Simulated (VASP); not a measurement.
# TePb (F-43m) in VASP: settings compared, part 2 of 2

VASP 6.6.1. The steps go on from the part before.

## Step 4: Single point, HSE06

Contents of POSCAR:

```
TePb
1.0
    0.0000000000      3.6414940692      3.6414940692
    3.6414940692      0.0000000000      3.6414940692
    3.6414940692      3.6414940692      0.0000000000
Pb Te
1 1
Direct
    0.0000000000      0.0000000000      0.0000000000
    0.2500000000      0.2500000000      0.2500000000
```

Contents of INCAR.step1:

```
PREC = Accurate
ENCUT = 520
EDIFF = 1E-5
ISMEAR = 0
SIGMA = 0.01
LREAL = False
LASPH = True
NELM = 80
ALGO = Normal
ISIF = 2
LWAVE = True
LCHARG = False
GGA = PE
NBANDS = 17
```

Contents of INCAR.step2:

```
PREC = Accurate
ENCUT = 520
EDIFF = 1E-6
ISMEAR = 0
SIGMA = 0.01
LREAL = False
LASPH = True
NELM = 80
ALGO = Normal
ISIF = 2
LWAVE = False
LCHARG = False
GGA = PE
LHFCALC = True
HFSCREEN = 0.2079
PRECFOCK = Normal
ISTART = 1
NBANDS = 17
```

Contents of KPOINTS:

```
regular mesh
0
Gamma
  4 4 4
```

Potentials or basis: VASP PAW PBE potentials, release 64 (Pb_d, Te).

Run with:

```
> cat potpaw_PBE.64/Pb_d/POTCAR potpaw_PBE.64/Te/POTCAR > POTCAR
> cp INCAR.step1 INCAR
> mpirun -np 1 vasp_std > vasp.out
> cp INCAR.step2 INCAR
> mpirun -np 1 vasp_std > vasp.out
```

OUTCAR:

```text
PREC = Accurate
   ENCUT = 520
   EDIFF = 1E-6
   ISMEAR = 0
   LREAL = False
   LASPH = True
   NELM = 80
   ISIF = 2
   GGA = PE
   LHFCALC = True
   HFSCREEN = 0.2079
   PRECFOCK = Normal
   ISTART = 1

 ion  position               nearest neighbor table
   1  0.000  0.000  0.000-   2 3.15   2 3.15   2 3.15   2 3.15
   2  0.250  0.250  0.250-   1 3.15   1 3.15   1 3.15   1 3.15

  LATTYP: Found a face centered cubic cell.
 ALAT       =     7.2829881384

  Lattice vectors:

 A1 = (   0.0000000000,   3.6414940692,   3.6414940692)
 A2 = (   3.6414940692,   0.0000000000,   3.6414940692)
 A3 = (   3.6414940692,   3.6414940692,   0.0000000000)

Analysis of symmetry for initial positions (statically):
=====================================================================
 Subroutine PRICEL returns:
 Original cell was already a primitive cell.

 Routine SETGRP: Setting up the symmetry group for a
 face centered cubic supercell.

 Subroutine GETGRP returns: Found 24 space group operations
 (whereof 24 operations were pure point group operations)
 out of a pool of 48 trial point group operations.
[... 151 lines left out ...]
  free energy    TOTEN  =        -8.53550394 eV

  energy without entropy =       -8.53550394  energy(sigma->0) =       -8.53550394

 E-fermi :   2.6223     XC(G=0):  -6.2809

 val. band max:        2.5204848796   @ k =  -0.2500   0.5000   0.2500
 cond. band min:       3.4804887590   @ k =   0.5000   0.5000   0.0000
 fundamental gap:      0.9600038794
 Fermi energy:         2.6223286290

 k-point     1 :       0.0000    0.0000    0.0000
  band No.  band energies     occupation
      1     -16.2526      2.00000
      2     -16.2526      2.00000
      3     -16.2526      2.00000
      4     -16.2240      2.00000
      5     -16.2240      2.00000
      6     -10.0165      2.00000
[... 137 lines left out ...]
      4     -16.2257      2.00000
      5     -16.2228      2.00000
      6      -8.8293      2.00000
[... 9 lines left out ...]
     16      11.4438      0.00000
     17      11.6027      0.00000

------------------------ aborting loop because EDIFF is reached ----------------------------------------

  FORCE on cell =-STRESS in cart. coord.  units (eV):
  Direction    XX          YY          ZZ          XY          YZ          ZX
  --------------------------------------------------------------------------------------
  -------------------------------------------------------------------------------------
  Total       -0.0735393     -0.0735393     -0.0735393      0.0000000      0.0000000     -0.0000000
  in kB       -1.2200048     -1.2200048     -1.2200048      0.0000000      0.0000000     -0.0000000
  external PRESSURE =      -1.2200048 kB  Pullay stress =       0.0000000 kB

 VOLUME and BASIS-vectors are now :
 -----------------------------------------------------------------------------
  energy-cutoff  :      520.00
  volume of cell :       96.58
      direct lattice vectors                 reciprocal lattice vectors
     0.000000000  3.641494069  3.641494069    -0.137306279  0.137306279  0.137306279
     3.641494069  0.000000000  3.641494069     0.137306279 -0.137306279  0.137306279
     3.641494069  3.641494069  0.000000000     0.137306279  0.137306279 -0.137306279

 POSITION                                       TOTAL-FORCE (eV/Angst)
 -----------------------------------------------------------------------------------
      0.00000      0.00000      0.00000        -0.000000     -0.000000     -0.000000
      1.82075      1.82075      1.82075         0.000000      0.000000      0.000000
 -----------------------------------------------------------------------------------
    total drift:                               -0.000005      0.000007      0.000007

  FREE ENERGIE OF THE ION-ELECTRON SYSTEM (eV)
  ---------------------------------------------------
  free  energy   TOTEN  =        -8.5355039422 eV

  energy  without entropy=       -8.5355039422  energy(sigma->0) =       -8.53550394
```

OUTCAR.step1:

```text
PREC = Accurate
   ENCUT = 520
   EDIFF = 1E-5
   ISMEAR = 0
   LREAL = False
[... 364 lines left out ...]
      0.00000      0.00000      0.00000         0.000000      0.000000      0.000000
      1.82075      1.82075      1.82075        -0.000000     -0.000000     -0.000000
 -----------------------------------------------------------------------------------
    total drift:                                0.000000      0.000000      0.000000

  FREE ENERGIE OF THE ION-ELECTRON SYSTEM (eV)
  ---------------------------------------------------
  free  energy   TOTEN  =        -7.1506114722 eV

  energy  without entropy=       -7.1506114722  energy(sigma->0) =       -7.15061147
```

It took 18 min on 1 thread of Intel Xeon Platinum 8375C at 2.90GHz (Ice Lake), shared host; peak memory 0.36 GiB.

Results:

```
Free energy            : -8.5355 eV
Pressure               : -0.1 GPa
Band gap on the k mesh : 0.96 eV, indirect (least direct gap 1.62 eV)
```

Levels at points of the mesh, in eV from the valence-band top:
```csv
k point,band 7,band 8,band 9,band 10,band 11,band 12,band 13,band 14
"(0.00, 0.00, 0.00)",-6.63,-1.70,-1.70,-1.70,1.97,1.97,1.97,4.56
"(0.50, 0.00, 0.00)",-8.53,-2.29,-2.29,-2.08,2.84,2.84,4.32,6.32
"(0.50, 0.50, 0.00)",-9.08,-3.03,-3.03,-0.66,0.96,5.10,5.10,6.23
```

Caveat: the PAW data sets were made with another functional, which shifts forces and pressure a little; spin-orbit coupling is left out, which moves the levels of the heavy elements.

## Step 5: Single point, PBE-based screened hybrid

POSCAR is that of step 4.

Contents of INCAR.step1:

```
SYSTEM = TePb
PREC     = Accurate       ! precision mode
ENCUT    = 520            ! plane-wave cutoff, eV
EDIFF    = 1E-5           ! SCF threshold, eV
ISMEAR   = 0              ! smearing method
SIGMA    = 0.01           ! smearing width, eV
LREAL    = .FALSE.        ! projectors in reciprocal space
LASPH    = .TRUE.         ! aspherical terms in the spheres
NELM     = 100            ! most SCF steps
ALGO     = Normal         ! electronic algorithm
ISIF     = 2              ! what is computed and relaxed
LWAVE    = .TRUE.         ! write WAVECAR
LCHARG   = .FALSE.        ! write CHGCAR
NBANDS   = 17             ! bands
GGA      = PE             ! functional
```

Contents of INCAR.step2:

```
SYSTEM = TePb
PREC     = Accurate       ! precision mode
ENCUT    = 520            ! plane-wave cutoff, eV
EDIFF    = 1E-6           ! SCF threshold, eV
ISMEAR   = 0              ! smearing method
SIGMA    = 0.01           ! smearing width, eV
LREAL    = .FALSE.        ! projectors in reciprocal space
LASPH    = .TRUE.         ! aspherical terms in the spheres
NELM     = 100            ! most SCF steps
ALGO     = Normal         ! electronic algorithm
ISIF     = 2              ! what is computed and relaxed
LWAVE    = .FALSE.        ! write WAVECAR
LCHARG   = .FALSE.        ! write CHGCAR
GGA      = PE             ! functional
LHFCALC  = .TRUE.         ! exact exchange
AEXX     = 0.4            ! exact-exchange fraction
HFSCREEN = 0.5            ! screening, 1/A
PRECFOCK = Normal       
NBANDS   = 17             ! bands
ISTART   = 1
```

Contents of KPOINTS:

```
Automatic mesh
0
G
  4 4 4
  0 0 0
```

Potentials or basis: VASP PAW PBE potentials, release 64 (Pb_d, Te).

Run with:

```
> cat potpaw_PBE.64/Pb_d/POTCAR potpaw_PBE.64/Te/POTCAR > POTCAR
> cp INCAR.step1 INCAR
> mpirun -np 1 vasp_std > vasp.out
> cp INCAR.step2 INCAR
> mpirun -np 1 vasp_std > vasp.out
```

OUTCAR:

```text
SYSTEM = TePb
   PREC = Accurate
   ENCUT = 520
   EDIFF = 1E-6
   ISMEAR = 0
   LREAL = .FALSE.
   LASPH = .TRUE.
   NELM = 100
   ISIF = 2
   GGA = PE
   LHFCALC = .TRUE.
   AEXX = 0.4
   HFSCREEN = 0.5
   PRECFOCK = Normal
   ISTART = 1

 ion  position               nearest neighbor table
   1  0.000  0.000  0.000-   2 3.15   2 3.15   2 3.15   2 3.15
   2  0.250  0.250  0.250-   1 3.15   1 3.15   1 3.15   1 3.15

  LATTYP: Found a face centered cubic cell.
 ALAT       =     7.2829881384

  Lattice vectors:

 A1 = (   0.0000000000,   3.6414940692,   3.6414940692)
 A2 = (   3.6414940692,   0.0000000000,   3.6414940692)
 A3 = (   3.6414940692,   3.6414940692,   0.0000000000)

Analysis of symmetry for initial positions (statically):
=====================================================================
 Subroutine PRICEL returns:
 Original cell was already a primitive cell.

 Routine SETGRP: Setting up the symmetry group for a
 face centered cubic supercell.

 Subroutine GETGRP returns: Found 24 space group operations
 (whereof 24 operations were pure point group operations)
[... 152 lines left out ...]
  free energy    TOTEN  =        -8.28392497 eV

  energy without entropy =       -8.28392497  energy(sigma->0) =       -8.28392497

 E-fermi :   2.7087     XC(G=0):  -6.1305

 val. band max:        2.5944087703   @ k =  -0.2500   0.5000   0.2500
 cond. band min:       3.3664140553   @ k =   0.5000   0.5000   0.0000
 fundamental gap:      0.7720052850
 Fermi energy:         2.7087317126

 k-point     1 :       0.0000    0.0000    0.0000
  band No.  band energies     occupation
      1     -16.6030      2.00000
      2     -16.6030      2.00000
      3     -16.6030      2.00000
      4     -16.5747      2.00000
      5     -16.5747      2.00000
      6      -9.9140      2.00000
[... 137 lines left out ...]
      4     -16.5760      2.00000
      5     -16.5733      2.00000
      6      -8.7766      2.00000
[... 9 lines left out ...]
     16      11.2637      0.00000
     17      11.4289      0.00000

------------------------ aborting loop because EDIFF is reached ----------------------------------------

  FORCE on cell =-STRESS in cart. coord.  units (eV):
  Direction    XX          YY          ZZ          XY          YZ          ZX
  --------------------------------------------------------------------------------------
  -------------------------------------------------------------------------------------
  Total       -0.1158811     -0.1158811     -0.1158811      0.0000000      0.0000000      0.0000000
  in kB       -1.9224467     -1.9224467     -1.9224467      0.0000000      0.0000000      0.0000000
  external PRESSURE =      -1.9224467 kB  Pullay stress =       0.0000000 kB

 VOLUME and BASIS-vectors are now :
 -----------------------------------------------------------------------------
  energy-cutoff  :      520.00
  volume of cell :       96.58
      direct lattice vectors                 reciprocal lattice vectors
     0.000000000  3.641494069  3.641494069    -0.137306279  0.137306279  0.137306279
     3.641494069  0.000000000  3.641494069     0.137306279 -0.137306279  0.137306279
     3.641494069  3.641494069  0.000000000     0.137306279  0.137306279 -0.137306279

 POSITION                                       TOTAL-FORCE (eV/Angst)
 -----------------------------------------------------------------------------------
      0.00000      0.00000      0.00000         0.000000      0.000000      0.000000
      1.82075      1.82075      1.82075        -0.000000     -0.000000     -0.000000
 -----------------------------------------------------------------------------------
    total drift:                               -0.000006     -0.000016      0.000000

  FREE ENERGIE OF THE ION-ELECTRON SYSTEM (eV)
  ---------------------------------------------------
  free  energy   TOTEN  =        -8.2839249746 eV

  energy  without entropy=       -8.2839249746  energy(sigma->0) =       -8.28392497
```

OSZICAR.step1:

```text
N       E                     dE             d eps       ncg     rms          rms(c)
DAV:   1     0.156440789311E+03    0.15644E+03   -0.85248E+03   272   0.103E+03
DAV:   2     0.451644947905E+01   -0.15192E+03   -0.14752E+03   297   0.278E+02
DAV:   3    -0.700710223736E+01   -0.11524E+02   -0.11486E+02   364   0.861E+01
DAV:   4    -0.735420564729E+01   -0.34710E+00   -0.34701E+00   327   0.188E+01
DAV:   5    -0.736292067704E+01   -0.87150E-02   -0.87149E-02   377   0.239E+00    0.337E+00
DAV:   6    -0.715124793624E+01    0.21167E+00   -0.52360E-01   367   0.391E+00    0.210E+00
DAV:   7    -0.714594212031E+01    0.53058E-02   -0.11981E-01   284   0.134E+00    0.100E+00
DAV:   8    -0.714955871593E+01   -0.36166E-02   -0.12605E-02   307   0.954E-01    0.223E-01
DAV:   9    -0.715011261796E+01   -0.55390E-03   -0.26499E-03   297   0.355E-01    0.662E-02
DAV:  10    -0.715046747458E+01   -0.35486E-03   -0.58277E-04   306   0.120E-01    0.386E-02
DAV:  11    -0.715060812952E+01   -0.14065E-03   -0.21960E-04   297   0.648E-02    0.268E-02
DAV:  12    -0.715061147220E+01   -0.33427E-05   -0.74667E-06   299   0.225E-02
   1 F= -.71506115E+01 E0= -.71506115E+01  d E =-.242419E-30
```

Run time: 14 min. Hardware: 1 thread of Intel Xeon Platinum 8375C at 2.90GHz (Ice Lake), shared host; peak memory 0.36 GiB.

Results:

| Item | Value |
| --- | --- |
| Free energy | -8.2839 eV |
| Pressure | -0.2 GPa |
| Band gap on the k mesh | 0.77 eV, indirect (least direct gap 1.41 eV) |

Caveat: the PAW data sets were made with another functional, which shifts forces and pressure a little; spin-orbit coupling is left out, which moves the levels of the heavy elements.

## Step 6: Single point, PBE-based screened hybrid

POSCAR is that of step 5.

Contents of INCAR.step1:

```
SYSTEM = TePb
PREC = Accurate
ENCUT = 520
EDIFF = 1E-5
ISMEAR = 0
SIGMA = 0.01
LREAL = .False.
LASPH = .True.
NELM = 60
ALGO = Normal
ISIF = 2
LWAVE = .True.
LCHARG = .False.
NBANDS = 17
GGA = PE
```

Contents of INCAR.step2:

```
SYSTEM = TePb
PREC = Accurate
ENCUT = 520
EDIFF = 1E-7
ISMEAR = 0
SIGMA = 0.01
LREAL = .False.
LASPH = .True.
NELM = 60
ALGO = Normal
ISIF = 2
LWAVE = .False.
LCHARG = .False.
GGA = PE
LHFCALC = .True.
AEXX = 0.15
HFSCREEN = 0.3
PRECFOCK = Normal
NBANDS = 17
ISTART = 1
```

Contents of KPOINTS:

```
regular mesh
0
Gamma
  4 4 4
  0 0 0
```

Potentials or basis: VASP PAW PBE potentials, release 64 (Pb_d, Te).

Run with:

```
> cat potpaw_PBE.64/Pb_d/POTCAR potpaw_PBE.64/Te/POTCAR > POTCAR
> cp INCAR.step1 INCAR
> mpirun -np 1 vasp_std > vasp.out
> cp INCAR.step2 INCAR
> mpirun -np 1 vasp_std > vasp.out
```

OUTCAR:

```text
SYSTEM = TePb
   PREC = Accurate
   ENCUT = 520
   EDIFF = 1E-7
   ISMEAR = 0
   LREAL = .False.
   LASPH = .True.
   NELM = 60
   ISIF = 2
   GGA = PE
   LHFCALC = .True.
   AEXX = 0.15
   HFSCREEN = 0.3
   PRECFOCK = Normal
   ISTART = 1

 ion  position               nearest neighbor table
   1  0.000  0.000  0.000-   2 3.15   2 3.15   2 3.15   2 3.15
   2  0.250  0.250  0.250-   1 3.15   1 3.15   1 3.15   1 3.15

  LATTYP: Found a face centered cubic cell.
 ALAT       =     7.2829881384

[... 338 lines left out ...]

------------------------ aborting loop because EDIFF is reached ----------------------------------------

  FORCE on cell =-STRESS in cart. coord.  units (eV):
  Direction    XX          YY          ZZ          XY          YZ          ZX
  --------------------------------------------------------------------------------------
  -------------------------------------------------------------------------------------
  Total        0.0827087      0.0827087      0.0827087      0.0000000      0.0000000     -0.0000000
  in kB        1.3721220      1.3721220      1.3721220      0.0000000      0.0000000     -0.0000000
  external PRESSURE =       1.3721220 kB  Pullay stress =       0.0000000 kB

 VOLUME and BASIS-vectors are now :
 -----------------------------------------------------------------------------
  energy-cutoff  :      520.00
  volume of cell :       96.58
      direct lattice vectors                 reciprocal lattice vectors
     0.000000000  3.641494069  3.641494069    -0.137306279  0.137306279  0.137306279
     3.641494069  0.000000000  3.641494069     0.137306279 -0.137306279  0.137306279
     3.641494069  3.641494069  0.000000000     0.137306279  0.137306279 -0.137306279

 POSITION                                       TOTAL-FORCE (eV/Angst)
 -----------------------------------------------------------------------------------
      0.00000      0.00000      0.00000        -0.000000     -0.000000     -0.000000
      1.82075      1.82075      1.82075         0.000000      0.000000      0.000000
 -----------------------------------------------------------------------------------
    total drift:                                0.000000      0.000001      0.000001

  FREE ENERGIE OF THE ION-ELECTRON SYSTEM (eV)
  ---------------------------------------------------
  free  energy   TOTEN  =        -7.7732252010 eV

  energy  without entropy=       -7.7732252010  energy(sigma->0) =       -7.77322520
```

OUTCAR.step1:

```text
SYSTEM = TePb
   PREC = Accurate
   ENCUT = 520
   EDIFF = 1E-5
   ISMEAR = 0
   LREAL = .False.
   LASPH = .True.
[... 363 lines left out ...]
      0.00000      0.00000      0.00000         0.000000      0.000000      0.000000
      1.82075      1.82075      1.82075        -0.000000     -0.000000     -0.000000
 -----------------------------------------------------------------------------------
    total drift:                                0.000000      0.000000      0.000000

  FREE ENERGIE OF THE ION-ELECTRON SYSTEM (eV)
  ---------------------------------------------------
  free  energy   TOTEN  =        -7.1506114722 eV

  energy  without entropy=       -7.1506114722  energy(sigma->0) =       -7.15061147
```

OSZICAR.step1:

```text
N       E                     dE             d eps       ncg     rms          rms(c)
DAV:   1     0.156440789311E+03    0.15644E+03   -0.85248E+03   272   0.103E+03
DAV:   2     0.451644947905E+01   -0.15192E+03   -0.14752E+03   297   0.278E+02
DAV:   3    -0.700710223736E+01   -0.11524E+02   -0.11486E+02   364   0.861E+01
DAV:   4    -0.735420564729E+01   -0.34710E+00   -0.34701E+00   327   0.188E+01
DAV:   5    -0.736292067704E+01   -0.87150E-02   -0.87149E-02   377   0.239E+00    0.337E+00
DAV:   6    -0.715124793624E+01    0.21167E+00   -0.52360E-01   367   0.391E+00    0.210E+00
DAV:   7    -0.714594212031E+01    0.53058E-02   -0.11981E-01   284   0.134E+00    0.100E+00
DAV:   8    -0.714955871593E+01   -0.36166E-02   -0.12605E-02   307   0.954E-01    0.223E-01
DAV:   9    -0.715011261796E+01   -0.55390E-03   -0.26499E-03   297   0.355E-01    0.662E-02
DAV:  10    -0.715046747458E+01   -0.35486E-03   -0.58277E-04   306   0.120E-01    0.386E-02
DAV:  11    -0.715060812952E+01   -0.14065E-03   -0.21960E-04   297   0.648E-02    0.268E-02
DAV:  12    -0.715061147220E+01   -0.33427E-05   -0.74667E-06   299   0.225E-02
   1 F= -.71506115E+01 E0= -.71506115E+01  d E =-.242419E-30
```

Run time: 23 min. Hardware: 1 thread of Intel Xeon Platinum 8375C at 2.90GHz (Ice Lake), shared host; peak memory 0.36 GiB.

What came out:

```yaml
Free_energy: -7.7732 eV
Pressure: 0.1 GPa
Band_gap_on_the_k_mesh: 0.73 eV, indirect (least direct gap 1.36 eV)
```

Caveat: the PAW data sets were made with another functional, which shifts forces and pressure a little; spin-orbit coupling is left out, which moves the levels of the heavy elements.

## Step 7: Overview

| level | grid for exact exchange (PRECFOCK) | screening parameter | share of exact exchange | gap on the mesh (eV) | pressure (GPa) |
| --- | --- | --- | --- | --- | --- |
| PBE | - | - | - | 0.59 | 0.5 |
| HSE06 | Normal | 0.2079 1/Å | - | 0.96 | -0.1 |
| PBE-based screened hybrid | Normal | 0.5 1/Å | 0.4 | 0.77 | -0.2 |
| PBE-based screened hybrid | Normal | 0.3 1/Å | 0.15 | 0.73 | 0.1 |

Alike in all rows: task single point; potentials or basis VASP PAW PBE potentials, release 64 (Pb_d, Te); no spin polarisation; cell as given; k mesh 4 × 4 × 4; cutoff (eV) 520; smearing gaussian 0.01 eV.

On the cell as given the gap runs from 0.59 eV (PBE) to 0.96 eV (HSE06). The pressure there spans -0.2 GPa (PBE-based screened hybrid) to 0.5 GPa (PBE); a positive pressure means that this level wants a larger cell, a negative one a smaller.

Caveats: spin-orbit coupling is left out, which moves the levels of the heavy elements; the PAW data sets were made with another functional, which shifts forces and pressure a little (some runs).

Total energies depend on the potentials used, so only differences within one code and one set of settings carry meaning.
